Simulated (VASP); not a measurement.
# W in VASP: single point with PBE

Aim: the single point of W with PBE.

All numbers are computed with VASP 6.6.1; they aren't measurements. Logs are shortened: lines on timing, memory, paths and dates and some standing lists are left out, and cuts for length are marked.

**1. The cell of the first run**

The cell holds a wire or tube with vacuum around it, 4 atoms: a = 11.600 Å, b = 9.300 Å, c = 4.963 Å, α = 90.00°, β = 90.00°, γ = 90.00°.

**2. Single point, PBE, collinear spin**

Input file INCAR:

```
  ALGO = Normal
  EDIFF = 1E-6
  ENCUT = 520
  GGA = PE
  ISIF = 2
  ISMEAR = 0
  ISPIN = 2
  LASPH = T
  LCHARG = F
  LMAXMIX = 4
  LORBIT = 11
  LREAL = F
  LWAVE = F
  MAGMOM = 1.5 1.5 1.5 1.5
  NBANDS = 40
  NELM = 150
  PREC = Accurate
  SIGMA = 0.05
```

Input file KPOINTS:

```
k-points
0
Gamma
  1 1 13
```

Input file POSCAR:

```
W
1.0
   11.6000000000      0.0000000000      0.0000000000
    0.0000000000      9.3000000000      0.0000000000
    0.0000000000      0.0000000000      4.9626717082
W
4
Direct
    0.3876981618      0.5000000000      0.0000000000
    0.3876981618      0.5000000000      0.5000000000
    0.6123018382      0.5000000000      0.0000000000
    0.6123018382      0.5000000000      0.5000000000
```

Potentials or basis: VASP PAW PBE potentials, release 64 (W_sv).

Command:

```console
cat potpaw_PBE.64/W_sv/POTCAR > POTCAR
mpirun -np 1 vasp_std > vasp.out
```

OUTCAR:

```text
EDIFF = 1E-6
   ENCUT = 520
   GGA = PE
   ISIF = 2
   ISMEAR = 0
   ISPIN = 2
   LASPH = T
   LORBIT = 11
   LREAL = F
   NELM = 150
   PREC = Accurate

 ion  position               nearest neighbor table
   1  0.388  0.500  0.000-   2 2.48   2 2.48   3 2.61
   2  0.388  0.500  0.500-   1 2.48   1 2.48   4 2.61
   3  0.612  0.500  0.000-   4 2.48   4 2.48   1 2.61
   4  0.612  0.500  0.500-   3 2.48   3 2.48   2 2.61

  LATTYP: Found a simple orthorhombic cell.
 ALAT       =     4.9626717082
 B/A-ratio  =     1.8739905734
 C/A-ratio  =     2.3374506077

  Lattice vectors:

 A1 = (   0.0000000000,   0.0000000000,  -4.9626717082)
 A2 = (   0.0000000000,   9.3000000000,   0.0000000000)
 A3 = (  11.6000000000,   0.0000000000,   0.0000000000)

Analysis of symmetry for initial positions (statically):
=====================================================================
 Subroutine PRICEL returns following result:

  LATTYP: Found a simple orthorhombic cell.
 ALAT       =     2.4813358541
 B/A-ratio  =     3.7479811468
 C/A-ratio  =     4.6749012153
[... 12 lines left out ...]
 Subroutine GETGRP returns: Found  8 space group operations
 (whereof  8 operations were pure point group operations)
 out of a pool of  8 trial point group operations.

The static configuration has the point symmetry D_2h.

Analysis of symmetry for dynamics (positions and initial velocities):
=====================================================================
 Subroutine PRICEL returns following result:

  LATTYP: Found a simple orthorhombic cell.
 ALAT       =     2.4813358541
 B/A-ratio  =     3.7479811468
 C/A-ratio  =     4.6749012153
[... 12 lines left out ...]
 Subroutine GETGRP returns: Found  8 space group operations
 (whereof  8 operations were pure point group operations)
 out of a pool of  8 trial point group operations.

The dynamic configuration has the point symmetry D_2h.

Analysis of structural, dynamic, and magnetic symmetry:
=====================================================================
 Subroutine PRICEL returns following result:

  LATTYP: Found a simple orthorhombic cell.
 ALAT       =     2.4813358541
 B/A-ratio  =     3.7479811468
 C/A-ratio  =     4.6749012153
[... 12 lines left out ...]
 Subroutine GETGRP returns: Found  8 space group operations
 (whereof  8 operations were pure point group operations)
 out of a pool of  8 trial point group operations.

The overall configuration has the point symmetry D_2h.

 Subroutine INISYM returns: Found  8 space group operations
 (whereof  8 operations are pure point group operations),
 and found     2 'primitive' translations

----------------------------------------------------------------------------------------

                                     Primitive cell

  volume of cell :     267.6865

  direct lattice vectors                    reciprocal lattice vectors
     0.000000000  0.000000000 -2.481335854     0.000000000  0.000000000 -0.403008725
     0.000000000  9.300000000  0.000000000     0.000000000  0.107526882  0.000000000
    11.600000000  0.000000000  0.000000000     0.086206897  0.000000000  0.000000000

  length of vectors
     2.481335854  9.300000000 11.600000000     0.403008725  0.107526882  0.086206897

  position of ions in fractional coordinates (direct lattice)
     0.000000000  0.500000000  0.387698162
     0.000000000  0.500000000  0.612301838

  ion indices of the primitive-cell ions
   primitive index   ion index
                 1           1
                 2           3

----------------------------------------------------------------------------------------

 KPOINTS: k-points

Automatic generation of k-mesh.
 Grid dimensions read from file:
 generate k-points for:    1    1   13

 Generating k-lattice:

  Cartesian coordinates                     Fractional coordinates (reciprocal lattice)
     0.086206897  0.000000000  0.000000000     1.000000000  0.000000000  0.000000000
     0.000000000  0.107526882  0.000000000     0.000000000  1.000000000  0.000000000
     0.000000000  0.000000000  0.015500336     0.000000000  0.000000000  0.076923077

  Length of vectors
     0.086206897  0.107526882  0.015500336

  Shift w.r.t. Gamma in fractional coordinates (k-lattice)
     0.000000000  0.000000000  0.000000000

 Subroutine IBZKPT returns following result:
 ===========================================

 Found      7 irreducible k-points:

 Following reciprocal coordinates:
            Coordinates               Weight
  0.000000  0.000000  0.000000      1.000000
  0.000000  0.000000  0.076923      2.000000
  0.000000  0.000000  0.153846      2.000000
  0.000000  0.000000  0.230769      2.000000
  0.000000  0.000000  0.307692      2.000000
  0.000000  0.000000  0.384615      2.000000
  0.000000  0.000000  0.461538      2.000000
   k-points           NKPTS =      7   k-points in BZ     NKDIM =      7   number of bands    NBANDS=     40
   number of dos      NEDOS =    301   number of ions     NIONS =      4
   total plane-waves  NPLWV = 252000
   dimension x,y,z NGX =    90 NGY =   70 NGZ =   40
   dimension x,y,z NGXF=   180 NGYF=  140 NGZF=   80
   ions per type =               4
   NGX,Y,Z   is equivalent  to a cutoff of  12.90, 12.51, 13.40 a.u.
   NGXF,Y,Z  is equivalent  to a cutoff of  25.80, 25.03, 26.80 a.u.
 SYSTEM =  unknown system
   PREC   = accura    normal or accurate (medium, high low for compatibility)
   ISTART =      0    job   : 0-new  1-cont  2-samecut
   ICHARG =      2    charge: 1-file 2-atom 10-const
   ISPIN  =      2    spin polarized calculation?
   LNONCOLLINEAR =      F non collinear calculations
   LSORBIT =      F    spin-orbit coupling
   LASPH  =      T    aspherical Exc in radial PAW
   ENCUT  =  520.0 eV  38.22 Ry    6.18 a.u.  21.57 17.29  9.23*2*pi/ulx,y,z
   NELM   =    150;   NELMIN=  2; NELMDL= -5     # of ELM steps
   EDIFF  = 0.1E-05   stopping-criterion for ELM
   LREAL  =      F    real-space projection
   EDIFFG = 0.1E-04   stopping-criterion for IOM
   NSW    =      0    number of steps for IOM
   IBRION =     -1    ionic relax: 0-MD 1-quasi-New 2-CG
   NFREE  =      0    steps in history (QN), initial steepest desc. (CG)
   ISIF   =      2    stress and relaxation
   ISYM   =      2    0-nonsym 1-usesym 2-fastsym
   POTIM  = 0.5000    time-step for ionic-motion
   TEBEG  =    0.0;   TEEND  =   0.0 temperature during run
   PSTRESS=    0.0 pullay stress
   NELECT =      56.0000    total number of electrons
   NUPDOWN=      -1.0000    fix difference up-down
   EMIN   =  10.00;   EMAX   =-10.00  energy-range for DOS
   EFERMI =   0.00;   METHOD = LEGACY
   ISMEAR =     0;   SIGMA  =   0.05  broadening in eV -4-tet -1-fermi 0-gaus
   EFERMI_NEDOS =   21; number of points for ismear=-14 and -15
   IALGO  =     38    algorithm
   IMIX   =      4    mixing-type and parameters
     AMIX     =   0.40;   BMIX     =  1.00
     AMIX_MAG =   1.60;   BMIX_MAG =  1.00
  volume/ion in A,a.u.               =     133.84       903.22
  Fermi-wavevector in a.u.,A,eV,Ry     =   0.771351  1.457642  8.095225  0.594982
  Thomas-Fermi vector in A             =   1.872750
   LORBIT       =     11    0 simple, 1 ext, 2 COOP (PROOUT), +10 PAW based schemes
   GGA     = PE    functional components
   LHFCALC =     F    Hartree Fock is set to
   AEXX    =    0.0000 exact exchange contribution
   IVDW    =     0    specifies the selected vdW correction
   LEPSILON=     F    determine dielectric tensor
   LRPA    =     F    only Hartree local field effects (RPA)
 spin polarized calculation
 Gauss-broadening in eV      SIGMA  =   0.05
  energy-cutoff  :      520.00
  volume of cell :      535.37
 maximum number of plane-waves:     14434
 NGX is ok and might be reduce to    90
   NGX = 43   NGY = 35   NGZ = 19

 number of electron      55.9999998 magnetization      -0.0002885

 number of electron      55.9999998 magnetization       0.0004512

 Free energy of the ion-electron system (eV)
  ---------------------------------------------------
  ext. energy  EPLUGINS =         0.00000000
  ---------------------------------------------------
  free energy    TOTEN  =       -34.48049572 eV

  energy without entropy =      -34.47160084  energy(sigma->0) =      -34.47604828

 E-fermi :  -2.6428     XC(G=0):  -3.3537

 val. band max:       -2.6606354182   @ k =   0.0000   0.0000   0.3846
 cond. band min:      -2.5911740726   @ k =   0.0000   0.0000   0.3846
 fundamental gap:      0.0694613456
 Fermi energy:        -2.6428177904

 spin component 1

 k-point     1 :       0.0000    0.0000    0.0000
  band No.  band energies     occupation
      1     -76.3980      1.00000
      2     -76.3450      1.00000
      3     -76.2103      1.00000
      4     -76.1591      1.00000
      5     -41.4492      1.00000
      6     -41.3574      1.00000
[... 290 lines left out ...]
     39       0.5384      0.00000
     40       0.6450      0.00000
 Fermi energy:        -2.6428177904

 spin component 2

 k-point     1 :       0.0000    0.0000    0.0000
  band No.  band energies     occupation
      1     -76.3979      1.00000
      2     -76.3450      1.00000
      3     -76.2103      1.00000
      4     -76.1590      1.00000
      5     -41.4492      1.00000
      6     -41.3573      1.00000
[... 290 lines left out ...]
     39       0.5385      0.00000
     40       0.6450      0.00000

------------------------ aborting loop because EDIFF is reached ----------------------------------------

  FORCE on cell =-STRESS in cart. coord.  units (eV):
  Direction    XX          YY          ZZ          XY          YZ          ZX
  --------------------------------------------------------------------------------------
  -------------------------------------------------------------------------------------
  Total      -10.6875490     -0.1462945     -6.4383211      0.0000000      0.0000000      0.0000000
  in kB      -31.9839587     -0.4378065    -19.2675604      0.0000000      0.0000000      0.0000000
  external PRESSURE =     -17.2297752 kB  Pullay stress =       0.0000000 kB

 VOLUME and BASIS-vectors are now :
 -----------------------------------------------------------------------------
  energy-cutoff  :      520.00
  volume of cell :      535.37
      direct lattice vectors                 reciprocal lattice vectors
    11.600000000  0.000000000  0.000000000     0.086206897  0.000000000  0.000000000
     0.000000000  9.300000000  0.000000000     0.000000000  0.107526882  0.000000000
     0.000000000  0.000000000  4.962671708     0.000000000  0.000000000  0.201504363

 POSITION                                       TOTAL-FORCE (eV/Angst)
 -----------------------------------------------------------------------------------
      4.49730      4.65000      0.00000         2.052685     -0.000000      0.000000
      4.49730      4.65000      2.48134         2.052685     -0.000000      0.000000
      7.10270      4.65000      0.00000        -2.052685      0.000000     -0.000000
      7.10270      4.65000      2.48134        -2.052685     -0.000000     -0.000000
 -----------------------------------------------------------------------------------
    total drift:                                0.000000      0.000000     -0.000000

  FREE ENERGIE OF THE ION-ELECTRON SYSTEM (eV)
  ---------------------------------------------------
  free  energy   TOTEN  =       -34.4804957156 eV

  energy  without entropy=      -34.4716008425  energy(sigma->0) =      -34.47604828

 total charge

# of ion       s       p       d       tot
------------------------------------------
    1        2.488   6.081   3.436  12.005
    2        2.488   6.081   3.436  12.005
    3        2.488   6.081   3.436  12.005
    4        2.488   6.081   3.436  12.005
--------------------------------------------------
tot          9.952  24.324  13.743  48.020

 magnetization (x)

# of ion       s       p       d       tot
------------------------------------------
    1        0.000   0.000   0.000   0.000
    2        0.000   0.000   0.000   0.000
    3        0.000   0.000   0.000   0.000
    4        0.000   0.000   0.000   0.000
--------------------------------------------------
tot          0.000   0.000   0.000   0.000
```

Wall time 14 min (1 thread of Oxide Virtual Turin-like, shared host); peak memory 0.8 GiB.

Results:

```yaml
Free_energy: -34.4805 eV
Largest_force: 2.053 eV/Å
Band_gap_on_the_k_mesh: zero (filled and empty bands overlap)
Net_moment: 0.00 μB per cell
Valence_electrons_inside_the_program's_atomic_spheres: W 12.01
```

Forces in eV/Å, atoms in the order of the input:
```
W    2.053  0.000  0.000
W    2.053  0.000  0.000
W   -2.053  0.000  0.000
W   -2.053  0.000  0.000
```

Levels at points of the mesh, in eV from the Fermi level:
Spin up:
| k point | band 25 | band 26 | band 27 | band 28 | band 29 | band 30 | band 31 | band 32 |
| --- | --- | --- | --- | --- | --- | --- | --- | --- |
| (0.00, 0.00, 0.00) | -0.90 | -0.77 | -0.68 | 0.24 | 0.64 | 0.81 | 1.13 | 1.40 |
Spin down:
| k point | band 24 | band 25 | band 26 | band 27 | band 28 | band 29 | band 30 | band 31 | band 32 | band 33 |
| --- | --- | --- | --- | --- | --- | --- | --- | --- | --- | --- |
| (0.00, 0.00, 0.00) | -1.13 | -0.90 | -0.77 | -0.68 | 0.24 | 0.64 | 0.81 | 1.13 | 1.40 | 1.79 |

Caveat: spin-orbit coupling is left out, which moves the levels of the heavy elements.

The gap in the log of VASP goes by the Fermi energy; the results here count the filled bands.